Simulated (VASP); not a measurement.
# Mg (Fm-3m) in VASP: notebook

The runs below take Mg through single point, with PBE.

Program: VASP 6.6.1. These are calculated values, not measurements. Logs are shortened: lines on timing, memory, paths and dates and some standing lists are left out, and cuts for length are marked.

### 1 The cell of the first run

Symmetry: Fm-3m, No. 225, cubic system. Conventional cell: a = 4.560 Å, b = 4.560 Å, c = 4.560 Å, α = 90.00°, β = 90.00°, γ = 90.00°. Mg (site symmetry m-3m) has 12 Mg at 3.22 Å within 4.2 Å.

### 2 Single point, PBE (strained)

INCAR

```
ALGO = Normal
EDIFF = 1E-6
ENCUT = 520
GGA = PE
ISIF = 2
ISMEAR = 0
LASPH = T
LCHARG = T
LELF = T
LREAL = F
LVHAR = T
LWAVE = F
NBANDS = 7
NELM = 100
PREC = Accurate
SIGMA = 0.1
```

KPOINTS

```
k-points
0
Gamma
  16 16 16
```

POSCAR

```
Mg
1.0
    0.0000000000      2.2798947853      2.2798947853
    2.2798947853      0.0000000000      2.2798947853
    2.2798947853      2.2798947853      0.0000000000
Mg
1
Direct
    0.0000000000      0.0000000000      0.0000000000
```

Potentials or basis: VASP PAW PBE potentials, release 64 (Mg).

Started as:

```bash
$ cat potpaw_PBE.64/Mg/POTCAR > POTCAR
$ mpirun -np 1 vasp_std > vasp.out
```

OUTCAR:

```text
EDIFF = 1E-6
   ENCUT = 520
   GGA = PE
   ISIF = 2
   ISMEAR = 0
   LASPH = T
   LREAL = F
   NELM = 100
   PREC = Accurate

 ion  position               nearest neighbor table
   1  0.000  0.000  0.000-

  LATTYP: Found a face centered cubic cell.
 ALAT       =     4.5597895706

  Lattice vectors:

 A1 = (   0.0000000000,   2.2798947853,   2.2798947853)
 A2 = (   2.2798947853,   0.0000000000,   2.2798947853)
 A3 = (   2.2798947853,   2.2798947853,   0.0000000000)

Analysis of symmetry for initial positions (statically):
=====================================================================
 Subroutine PRICEL returns:
 Original cell was already a primitive cell.

 Routine SETGRP: Setting up the symmetry group for a
 face centered cubic supercell.

 Subroutine GETGRP returns: Found 48 space group operations
 (whereof 48 operations were pure point group operations)
 out of a pool of 48 trial point group operations.

The static configuration has the point symmetry O_h .

Analysis of symmetry for dynamics (positions and initial velocities):
=====================================================================
 Subroutine PRICEL returns:
 Original cell was already a primitive cell.

 Routine SETGRP: Setting up the symmetry group for a
 face centered cubic supercell.

 Subroutine GETGRP returns: Found 48 space group operations
 (whereof 48 operations were pure point group operations)
 out of a pool of 48 trial point group operations.

The dynamic configuration has the point symmetry O_h .

 Subroutine INISYM returns: Found 48 space group operations
 (whereof 48 operations are pure point group operations),
 and found     1 'primitive' translations

----------------------------------------------------------------------------------------

                                     Primitive cell

  volume of cell :      23.7014

  direct lattice vectors                    reciprocal lattice vectors
     0.000000000  2.279894785  2.279894785    -0.219308366  0.219308366  0.219308366
     2.279894785  0.000000000  2.279894785     0.219308366 -0.219308366  0.219308366
     2.279894785  2.279894785  0.000000000     0.219308366  0.219308366 -0.219308366

  length of vectors
     3.224258126  3.224258126  3.224258126     0.379853232  0.379853232  0.379853232

  position of ions in fractional coordinates (direct lattice)
     0.000000000  0.000000000  0.000000000

  ion indices of the primitive-cell ions
   primitive index   ion index
                 1           1

----------------------------------------------------------------------------------------

 KPOINTS: k-points

Automatic generation of k-mesh.
 Grid dimensions read from file:
 generate k-points for:   16   16   16

 Generating k-lattice:

  Cartesian coordinates                     Fractional coordinates (reciprocal lattice)
    -0.013706773  0.013706773  0.013706773     0.062500000  0.000000000  0.000000000
     0.013706773 -0.013706773  0.013706773     0.000000000  0.062500000  0.000000000
     0.013706773  0.013706773 -0.013706773     0.000000000  0.000000000  0.062500000

  Length of vectors
     0.023740827  0.023740827  0.023740827

  Shift w.r.t. Gamma in fractional coordinates (k-lattice)
     0.000000000  0.000000000  0.000000000

 Subroutine IBZKPT returns following result:
 ===========================================

 Found    145 irreducible k-points:

 Following reciprocal coordinates:
            Coordinates               Weight
  0.000000  0.000000  0.000000      1.000000
  0.062500  0.000000  0.000000      8.000000
  0.125000  0.000000  0.000000      8.000000
  0.187500  0.000000  0.000000      8.000000
  0.250000  0.000000  0.000000      8.000000
  0.312500  0.000000  0.000000      8.000000
[... 16 lines left out ...]
 -0.125000  0.062500  0.000000     24.000000
 -0.062500  0.062500  0.000000     12.000000
 [... further k-points ...]
   k-points           NKPTS =    145   k-points in BZ     NKDIM =    145   number of bands    NBANDS=      7
   number of dos      NEDOS =    301   number of ions     NIONS =      1
   total plane-waves  NPLWV =  13824
   dimension x,y,z NGX =    24 NGY =   24 NGZ =   24
   dimension x,y,z NGXF=    48 NGYF=   48 NGZF=   48
   ions per type =               1
   NGX,Y,Z   is equivalent  to a cutoff of  12.37, 12.37, 12.37 a.u.
   NGXF,Y,Z  is equivalent  to a cutoff of  24.75, 24.75, 24.75 a.u.
 SYSTEM =  unknown system
   PREC   = accura    normal or accurate (medium, high low for compatibility)
   ISTART =      0    job   : 0-new  1-cont  2-samecut
   ICHARG =      2    charge: 1-file 2-atom 10-const
   ISPIN  =      1    spin polarized calculation?
   LNONCOLLINEAR =      F non collinear calculations
   LSORBIT =      F    spin-orbit coupling
   LASPH  =      T    aspherical Exc in radial PAW
   ENCUT  =  520.0 eV  38.22 Ry    6.18 a.u.   5.99  5.99  5.99*2*pi/ulx,y,z
   NELM   =    100;   NELMIN=  2; NELMDL= -5     # of ELM steps
   EDIFF  = 0.1E-05   stopping-criterion for ELM
   LREAL  =      F    real-space projection
   EDIFFG = 0.1E-04   stopping-criterion for IOM
   NSW    =      0    number of steps for IOM
   IBRION =     -1    ionic relax: 0-MD 1-quasi-New 2-CG
   NFREE  =      0    steps in history (QN), initial steepest desc. (CG)
   ISIF   =      2    stress and relaxation
   ISYM   =      2    0-nonsym 1-usesym 2-fastsym
   POTIM  = 0.5000    time-step for ionic-motion
   TEBEG  =    0.0;   TEEND  =   0.0 temperature during run
   PSTRESS=    0.0 pullay stress
   NELECT =       2.0000    total number of electrons
   NUPDOWN=      -1.0000    fix difference up-down
   EMIN   =  10.00;   EMAX   =-10.00  energy-range for DOS
   EFERMI =   0.00;   METHOD = LEGACY
   ISMEAR =     0;   SIGMA  =   0.10  broadening in eV -4-tet -1-fermi 0-gaus
   EFERMI_NEDOS =   21; number of points for ismear=-14 and -15
   IALGO  =     38    algorithm
   IMIX   =      4    mixing-type and parameters
     AMIX     =   0.40;   BMIX     =  1.00
     AMIX_MAG =   1.60;   BMIX_MAG =  1.00
  volume/ion in A,a.u.               =      23.70       159.95
  Fermi-wavevector in a.u.,A,eV,Ry     =   0.718059  1.356934  7.015279  0.515608
  Thomas-Fermi vector in A             =   1.806899
   LORBIT       =      0    0 simple, 1 ext, 2 COOP (PROOUT), +10 PAW based schemes
   GGA     = PE    functional components
   LHFCALC =     F    Hartree Fock is set to
   AEXX    =    0.0000 exact exchange contribution
   IVDW    =     0    specifies the selected vdW correction
   LEPSILON=     F    determine dielectric tensor
   LRPA    =     F    only Hartree local field effects (RPA)
 non-spin polarized calculation
 Gauss-broadening in eV      SIGMA  =   0.10
  energy-cutoff  :      520.00
  volume of cell :       23.70
 maximum number of plane-waves:       652
   NGX = 11   NGY = 11   NGZ = 11

 number of electron       2.0000000 magnetization

 Free energy of the ion-electron system (eV)
  ---------------------------------------------------
  ext. energy  EPLUGINS =         0.00000000
  ---------------------------------------------------
  free energy    TOTEN  =        -1.49100569 eV

  energy without entropy =       -1.48825465  energy(sigma->0) =       -1.48963017

 E-fermi :   2.4482     XC(G=0):  -8.3935

 val. band max:        2.3993600221   @ k =  -0.3750   0.1875   0.0625
 cond. band min:       2.4538070988   @ k =  -0.3750   0.4375   0.1250
 fundamental gap:      0.0544470767
 Fermi energy:         2.4482301348

 k-point     1 :       0.0000    0.0000    0.0000
  band No.  band energies     occupation
      1      -4.3269      2.00000
      2      14.6207      0.00000
      3      14.6207      0.00000
      4      14.6207      0.00000
      5      16.3853      0.00000
      6      16.3853      0.00000
      7      16.3853      0.00000

 k-point     2 :       0.0625    0.0000    0.0000
  band No.  band energies     occupation
      1      -4.2419      2.00000
      2      13.2282      0.00000
      3      14.4018      0.00000
      4      14.4018      0.00000
      5      16.4720      0.00000
      6      16.7480      0.00000
      7      16.7480      0.00000

 k-point     3 :       0.1250    0.0000    0.0000
  band No.  band energies     occupation
      1      -3.9872      2.00000
      2      11.2082      0.00000
      3      14.0102      0.00000
      4      14.0102      0.00000
      5      16.2258      0.00000
      6      17.5652      0.00000
      7      17.5652      0.00000

 k-point     4 :       0.1875    0.0000    0.0000
  band No.  band energies     occupation
      1      -3.5642      2.00000
      2       9.2118      0.00000
      3      13.6670      0.00000
      4      13.6670      0.00000
      5      15.9407      0.00000
      6      17.6042      0.00000
      7      17.6042      0.00000

 k-point     5 :       0.2500    0.0000    0.0000
  band No.  band energies     occupation
      1      -2.9750      2.00000
      2       7.3112      0.00000
      3      13.4318      0.00000
      4      13.4318      0.00000
      5      15.7191      0.00000
      6      16.6109      0.00000
      7      16.6109      0.00000
[... 161 lines left out ...]
 k-point    22 :      -0.1875    0.0625    0.0000
  band No.  band energies     occupation
      1      -3.3112      2.00000
      2       8.6136      0.00000
      3      12.0161      0.00000
      4      14.6181      0.00000
      5      16.3131      0.00000
      6      16.4844      0.00000
      7      17.4915      0.00000

 k-point    23 :      -0.1250    0.0625    0.0000
  band No.  band energies     occupation
      1      -3.7895      2.00000
      2      10.5428      0.00000
      3      12.3997      0.00000
      4      14.8266      0.00000
      5      16.7223      0.00000
      6      17.0964      0.00000
      7      17.4199      0.00000

 k-point    24 :      -0.0625    0.0625    0.0000
  band No.  band energies     occupation
      1      -4.1003      2.00000
      2      12.3272      0.00000
      3      13.0921      0.00000
      4      14.8409      0.00000
      5      16.5531      0.00000
      6      16.7872      0.00000
      7      17.3922      0.00000

 [... further k-points ...]
[... 5 lines left out ...]
  --------------------------------------------------------------------------------------
  -------------------------------------------------------------------------------------
  Total       -0.1408866     -0.1408866     -0.1408866      0.0000000     -0.0000000     -0.0000000
  in kB       -9.5237033     -9.5237033     -9.5237033      0.0000000     -0.0000000     -0.0000000
  external PRESSURE =      -9.5237033 kB  Pullay stress =       0.0000000 kB

 VOLUME and BASIS-vectors are now :
 -----------------------------------------------------------------------------
  energy-cutoff  :      520.00
  volume of cell :       23.70
      direct lattice vectors                 reciprocal lattice vectors
     0.000000000  2.279894785  2.279894785    -0.219308366  0.219308366  0.219308366
     2.279894785  0.000000000  2.279894785     0.219308366 -0.219308366  0.219308366
     2.279894785  2.279894785  0.000000000     0.219308366  0.219308366 -0.219308366

 POSITION                                       TOTAL-FORCE (eV/Angst)
 -----------------------------------------------------------------------------------
      0.00000      0.00000      0.00000         0.000000      0.000000      0.000000
 -----------------------------------------------------------------------------------
    total drift:                               -0.000000      0.000000      0.000000

  FREE ENERGIE OF THE ION-ELECTRON SYSTEM (eV)
  ---------------------------------------------------
  free  energy   TOTEN  =        -1.4910056894 eV

  energy  without entropy=       -1.4882546469  energy(sigma->0) =       -1.48963017
```

Wall time 11 s (1 thread of Intel Xeon Platinum 8259CL at 2.50GHz (Skylake/Cascade Lake), shared host); peak memory 0.15 GiB.

Results:

```
Free energy            : -1.4910 eV
Pressure               : -1.0 GPa
Band gap on the k mesh : zero (band 1 reaches 3.89 eV, above the bottom of band 2 at 1.17 eV)
```

Caveat: the cell differs from its parent crystal (strained).

(Continued in part 2 of 3.)
